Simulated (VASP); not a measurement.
# HfO2 (Fm-3m) in VASP: a series of runs, part 2 of 2

VASP 6.6.1.

### 3 Single point, PBE

Contents of INCAR:

```
SYSTEM = HfO2
PREC = Accurate ; ENCUT = 520
EDIFF = 1E-7 ; ISMEAR = 0
SIGMA = 0.01 ; LREAL = .FALSE.
LASPH = .TRUE. ; NELM = 100
ALGO = Normal ; ISIF = 2
LWAVE = .FALSE. ; LCHARG = .FALSE.
GGA = PE ; NBANDS = 18
```

Contents of KPOINTS:

```
Automatic mesh
0
G
  8 8 8
  0 0 0
```

Contents of POSCAR:

```
HfO2
1.0
    0.0000000000      2.5487984378      2.5487984378
    2.5487984378      0.0000000000      2.5487984378
    2.5487984378      2.5487984378      0.0000000000
Hf O
1 2
Direct
    0.0000000000      0.0000000000      0.0000000000
    0.7500000000      0.7500000000      0.7500000000
    0.2500000000      0.2500000000      0.2500000000
```

Potentials or basis: VASP PAW PBE potentials, release 64 (Hf_pv, O).

On the command line:

```sh
cat potpaw_PBE.64/Hf_pv/POTCAR potpaw_PBE.64/O/POTCAR > POTCAR
mpirun -np 1 vasp_std > vasp.out
```

OUTCAR:

```text
SYSTEM = HfO2
   PREC = Accurate
   ENCUT = 520
   EDIFF = 1E-7
   ISMEAR = 0
   LREAL = .FALSE.
   LASPH = .TRUE.
   NELM = 100
   ISIF = 2
   GGA = PE

 ion  position               nearest neighbor table
   1  0.000  0.000  0.000-   2 2.21   2 2.21   2 2.21   2 2.21   3 2.21   3 2.21   3 2.21   3 2.21

   2  0.750  0.750  0.750-   1 2.21   1 2.21   1 2.21   1 2.21
   3  0.250  0.250  0.250-   1 2.21   1 2.21   1 2.21   1 2.21

  LATTYP: Found a face centered cubic cell.
 ALAT       =     5.0975968756

  Lattice vectors:

 A1 = (   0.0000000000,   2.5487984378,   2.5487984378)
 A2 = (   2.5487984378,   0.0000000000,   2.5487984378)
 A3 = (   2.5487984378,   2.5487984378,   0.0000000000)

Analysis of symmetry for initial positions (statically):
=====================================================================
 Subroutine PRICEL returns:
 Original cell was already a primitive cell.

 Routine SETGRP: Setting up the symmetry group for a
 face centered cubic supercell.

 Subroutine GETGRP returns: Found 48 space group operations
 (whereof 48 operations were pure point group operations)
 out of a pool of 48 trial point group operations.

The static configuration has the point symmetry O_h .

Analysis of symmetry for dynamics (positions and initial velocities):
=====================================================================
 Subroutine PRICEL returns:
 Original cell was already a primitive cell.

 Routine SETGRP: Setting up the symmetry group for a
 face centered cubic supercell.

 Subroutine GETGRP returns: Found 48 space group operations
 (whereof 48 operations were pure point group operations)
 out of a pool of 48 trial point group operations.

The dynamic configuration has the point symmetry O_h .

 Subroutine INISYM returns: Found 48 space group operations
 (whereof 48 operations are pure point group operations),
 and found     1 'primitive' translations

----------------------------------------------------------------------------------------

                                     Primitive cell

  volume of cell :      33.1159

  direct lattice vectors                    reciprocal lattice vectors
     0.000000000  2.548798438  2.548798438    -0.196170867  0.196170867  0.196170867
     2.548798438  0.000000000  2.548798438     0.196170867 -0.196170867  0.196170867
     2.548798438  2.548798438  0.000000000     0.196170867  0.196170867 -0.196170867

  length of vectors
     3.604545318  3.604545318  3.604545318     0.339777909  0.339777909  0.339777909

  position of ions in fractional coordinates (direct lattice)
     0.000000000  0.000000000  0.000000000
     0.750000000  0.750000000  0.750000000
     0.250000000  0.250000000  0.250000000

  ion indices of the primitive-cell ions
   primitive index   ion index
                 1           1
                 2           2
                 3           3

----------------------------------------------------------------------------------------

 KPOINTS: Automatic mesh

Automatic generation of k-mesh.
 Grid dimensions read from file:
 generate k-points for:    8    8    8

 Generating k-lattice:

  Cartesian coordinates                     Fractional coordinates (reciprocal lattice)
    -0.024521358  0.024521358  0.024521358     0.125000000  0.000000000  0.000000000
     0.024521358 -0.024521358  0.024521358     0.000000000  0.125000000  0.000000000
     0.024521358  0.024521358 -0.024521358     0.000000000  0.000000000  0.125000000

  Length of vectors
     0.042472239  0.042472239  0.042472239

  Shift w.r.t. Gamma in fractional coordinates (k-lattice)
     0.000000000  0.000000000  0.000000000

 Subroutine IBZKPT returns following result:
 ===========================================

 Found     29 irreducible k-points:

 Following reciprocal coordinates:
            Coordinates               Weight
  0.000000  0.000000  0.000000      1.000000
  0.125000  0.000000  0.000000      8.000000
  0.250000  0.000000  0.000000      8.000000
  0.375000  0.000000  0.000000      8.000000
  0.500000  0.000000  0.000000      4.000000
  0.125000  0.125000  0.000000      6.000000
[... 16 lines left out ...]
  0.500000  0.250000  0.125000     48.000000
 -0.375000  0.250000  0.125000     24.000000
 [... further k-points ...]
   k-points           NKPTS =     29   k-points in BZ     NKDIM =     29   number of bands    NBANDS=     18
   number of dos      NEDOS =    301   number of ions     NIONS =      3
   total plane-waves  NPLWV =  21952
   dimension x,y,z NGX =    28 NGY =   28 NGZ =   28
   dimension x,y,z NGXF=    56 NGYF=   56 NGZF=   56
   ions per type =               1   2
   NGX,Y,Z   is equivalent  to a cutoff of  12.91, 12.91, 12.91 a.u.
   NGXF,Y,Z  is equivalent  to a cutoff of  25.83, 25.83, 25.83 a.u.
 SYSTEM =  HfO2
   PREC   = accura    normal or accurate (medium, high low for compatibility)
   ISTART =      0    job   : 0-new  1-cont  2-samecut
   ICHARG =      2    charge: 1-file 2-atom 10-const
   ISPIN  =      1    spin polarized calculation?
   LNONCOLLINEAR =      F non collinear calculations
   LSORBIT =      F    spin-orbit coupling
   LASPH  =      T    aspherical Exc in radial PAW
   ENCUT  =  520.0 eV  38.22 Ry    6.18 a.u.   6.70  6.70  6.70*2*pi/ulx,y,z
   NELM   =    100;   NELMIN=  2; NELMDL= -5     # of ELM steps
   EDIFF  = 0.1E-06   stopping-criterion for ELM
   LREAL  =      F    real-space projection
   EDIFFG = 0.1E-05   stopping-criterion for IOM
   NSW    =      0    number of steps for IOM
   IBRION =     -1    ionic relax: 0-MD 1-quasi-New 2-CG
   NFREE  =      0    steps in history (QN), initial steepest desc. (CG)
   ISIF   =      2    stress and relaxation
   ISYM   =      2    0-nonsym 1-usesym 2-fastsym
   POTIM  = 0.5000    time-step for ionic-motion
   TEBEG  =    0.0;   TEEND  =   0.0 temperature during run
   PSTRESS=    0.0 pullay stress
   NELECT =      22.0000    total number of electrons
   NUPDOWN=      -1.0000    fix difference up-down
   EMIN   =  10.00;   EMAX   =-10.00  energy-range for DOS
   EFERMI =   0.00;   METHOD = LEGACY
   ISMEAR =     0;   SIGMA  =   0.01  broadening in eV -4-tet -1-fermi 0-gaus
   EFERMI_NEDOS =   21; number of points for ismear=-14 and -15
   IALGO  =     38    algorithm
   IMIX   =      4    mixing-type and parameters
     AMIX     =   0.40;   BMIX     =  1.00
     AMIX_MAG =   1.60;   BMIX_MAG =  1.00
  volume/ion in A,a.u.               =      11.04        74.49
  Fermi-wavevector in a.u.,A,eV,Ry     =   1.428467  2.699411 27.762935  2.040518
  Thomas-Fermi vector in A             =   2.548526
   LORBIT       =      0    0 simple, 1 ext, 2 COOP (PROOUT), +10 PAW based schemes
   GGA     = PE    functional components
   LHFCALC =     F    Hartree Fock is set to
   AEXX    =    0.0000 exact exchange contribution
   IVDW    =     0    specifies the selected vdW correction
   LEPSILON=     F    determine dielectric tensor
   LRPA    =     F    only Hartree local field effects (RPA)
 non-spin polarized calculation
 Gauss-broadening in eV      SIGMA  =   0.01
  energy-cutoff  :      520.00
  volume of cell :       33.12
 maximum number of plane-waves:       911
   NGX = 13   NGY = 13   NGZ = 13

 number of electron      21.9999992 magnetization

 Free energy of the ion-electron system (eV)
  ---------------------------------------------------
  ext. energy  EPLUGINS =         0.00000000
  ---------------------------------------------------
  free energy    TOTEN  =       -30.24336583 eV

  energy without entropy =      -30.24336583  energy(sigma->0) =      -30.24336583

 E-fermi :   4.2543     XC(G=0): -11.7516

 val. band max:        4.1406935855   @ k =   0.5000   0.5000   0.0000
 cond. band min:       7.8980229381   @ k =   0.5000   0.5000   0.0000
 fundamental gap:      3.7573293527
 Fermi energy:         4.2543113549

 k-point     1 :       0.0000    0.0000    0.0000
  band No.  band energies     occupation
      1     -25.6221      2.00000
      2     -25.6221      2.00000
      3     -25.6221      2.00000
      4     -14.4906      2.00000
      5     -11.5383      2.00000
      6      -1.1025      2.00000
[... 10 lines left out ...]
     17      14.3585      0.00000
     18      17.5355      0.00000
[... 463 lines left out ...]
 k-point    24 :      -0.3750    0.2500    0.1250
  band No.  band energies     occupation
      1     -25.9671      2.00000
      2     -25.7828      2.00000
      3     -25.6940      2.00000
      4     -12.9425      2.00000
      5     -12.4219      2.00000
      6      -0.6062      2.00000
[... 10 lines left out ...]
     17      15.0275      0.00000
     18      16.9704      0.00000

 [... further k-points ...]
[... 5 lines left out ...]
  --------------------------------------------------------------------------------------
  -------------------------------------------------------------------------------------
  Total       -0.7508552     -0.7508552     -0.7508552      0.0000000      0.0000000      0.0000000
  in kB      -36.3270652    -36.3270652    -36.3270652      0.0000000      0.0000000      0.0000000
  external PRESSURE =     -36.3270652 kB  Pullay stress =       0.0000000 kB

 VOLUME and BASIS-vectors are now :
 -----------------------------------------------------------------------------
  energy-cutoff  :      520.00
  volume of cell :       33.12
      direct lattice vectors                 reciprocal lattice vectors
     0.000000000  2.548798438  2.548798438    -0.196170867  0.196170867  0.196170867
     2.548798438  0.000000000  2.548798438     0.196170867 -0.196170867  0.196170867
     2.548798438  2.548798438  0.000000000     0.196170867  0.196170867 -0.196170867

 POSITION                                       TOTAL-FORCE (eV/Angst)
 -----------------------------------------------------------------------------------
      0.00000      0.00000      0.00000        -0.000000      0.000000     -0.000000
      3.82320      3.82320      3.82320         0.000000      0.000000      0.000000
      1.27440      1.27440      1.27440        -0.000000     -0.000000     -0.000000
 -----------------------------------------------------------------------------------
    total drift:                                0.000000      0.000000      0.000000

  FREE ENERGIE OF THE ION-ELECTRON SYSTEM (eV)
  ---------------------------------------------------
  free  energy   TOTEN  =       -30.2433658316 eV

  energy  without entropy=      -30.2433658316  energy(sigma->0) =      -30.24336583
```

OSZICAR:

```text
N       E                     dE             d eps       ncg     rms          rms(c)
DAV:   1     0.934083963728E+02    0.93408E+02   -0.12673E+04  1044   0.121E+03
DAV:   2    -0.318798860561E+02   -0.12529E+03   -0.12019E+03  1358   0.288E+02
DAV:   3    -0.360266984620E+02   -0.41468E+01   -0.41276E+01  1180   0.464E+01
DAV:   4    -0.360519967765E+02   -0.25298E-01   -0.25290E-01  1284   0.396E+00
DAV:   5    -0.360521539545E+02   -0.15718E-03   -0.15718E-03  1172   0.299E-01    0.463E+01
DAV:   6    -0.303842942430E+02    0.56679E+01   -0.20489E+01  1064   0.322E+01    0.406E+01
DAV:   7    -0.302838028737E+02    0.10049E+00   -0.67925E-01  1204   0.675E+00    0.287E+01
DAV:   8    -0.302678969942E+02    0.15906E-01   -0.32295E-01  1124   0.516E+00    0.994E+00
DAV:   9    -0.302430405775E+02    0.24856E-01   -0.73118E-02  1102   0.230E+00    0.268E+00
DAV:  10    -0.302433142845E+02   -0.27371E-03   -0.35020E-03  1170   0.447E-01    0.160E-01
DAV:  11    -0.302433508553E+02   -0.36571E-04   -0.18363E-04  1192   0.115E-01    0.217E-01
DAV:  12    -0.302433646766E+02   -0.13821E-04   -0.40178E-05  1154   0.423E-02    0.122E-02
DAV:  13    -0.302433656250E+02   -0.94839E-06   -0.15086E-06  1224   0.915E-03    0.326E-03
DAV:  14    -0.302433658657E+02   -0.24074E-06   -0.20507E-07  1076   0.302E-03    0.335E-03
DAV:  15    -0.302433658316E+02    0.34121E-07   -0.93697E-09   750   0.646E-04
   1 F= -.30243366E+02 E0= -.30243366E+02  d E =-.285899E-60
```

stdout:

```text
POSCAR found type information on POSCAR HfO
 POSCAR found :  2 types and       3 ions
 scaLAPACK will be used
 LDA part: xc-table for (Slater+PW92), standard interpolation
 POSCAR, INCAR and KPOINTS ok, starting setup
 FFT: planning ... GRIDC
 FFT: planning ... GRID_SOFT
 FFT: planning ... GRID
 WAVECAR not read
 entering main loop
```

It took 26 s on 1 thread of Intel Xeon Platinum 8259CL at 2.50GHz (Skylake/Cascade Lake), shared host; peak memory 0.16 GiB.

Results:

```
Free energy            : -30.2434 eV
Pressure               : -3.6 GPa
Band gap on the k mesh : 3.76 eV, direct
```

Caveat: spin-orbit coupling is left out, which moves the levels of the heavy elements. PBE gaps usually lie below the measured ones, often by a third to a half.

### 4 Single point, PBE

Contents of INCAR:

```
PREC = Accurate ; ENCUT = 520
EDIFF = 1E-6 ; ISMEAR = 0
SIGMA = 0.02 ; LREAL = False
LASPH = True ; NELM = 80
ALGO = Normal ; ISIF = 2
LWAVE = False ; LCHARG = True
GGA = PE ; LELF = True
LVHAR = True ; NBANDS = 18
```

Contents of KPOINTS:

```
regular mesh
0
Gamma
  8 8 8
```

Contents of POSCAR:

```
HfO2
1.0
    0.0000000000      2.5487552940      2.5487552940
    2.5487552940      0.0000000000      2.5487552940
    2.5487552940      2.5487552940      0.0000000000
Hf O
1 2
Direct
    0.0000000000      0.0000000000      0.0000000000
    0.7500000000      0.7500000000      0.7500000000
    0.2500000000      0.2500000000      0.2500000000
```

On the command line:

```sh
cat potpaw_PBE.64/Hf_pv/POTCAR potpaw_PBE.64/O/POTCAR > POTCAR
mpirun -np 1 vasp_std > vasp.out
```

Run time: 25 s. Hardware: 1 thread of Intel Xeon Platinum 8259CL at 2.50GHz (Skylake/Cascade Lake), shared host; peak memory 0.16 GiB.

The run converged. Its results:

- Free energy: -30.2434 eV
- Pressure: -3.6 GPa
- Band gap on the k mesh: 3.76 eV, direct

Levels at points of the mesh, in eV from the valence-band top:
| k point | band 9 | band 10 | band 11 | band 12 | band 13 | band 14 |
| --- | --- | --- | --- | --- | --- | --- |
| (0.00, 0.00, 0.00) | -0.60 | -0.60 | -0.60 | 3.84 | 3.84 | 5.71 |
| (0.50, 0.00, 0.00) | -2.69 | -1.81 | -1.81 | 4.55 | 4.55 | 6.83 |
| (0.50, 0.50, 0.00) | -1.50 | -1.50 | 0.00 | 3.76 | 5.42 | 6.49 |

Caveat: spin-orbit coupling is left out, which moves the levels of the heavy elements. A k mesh can miss the band edges.
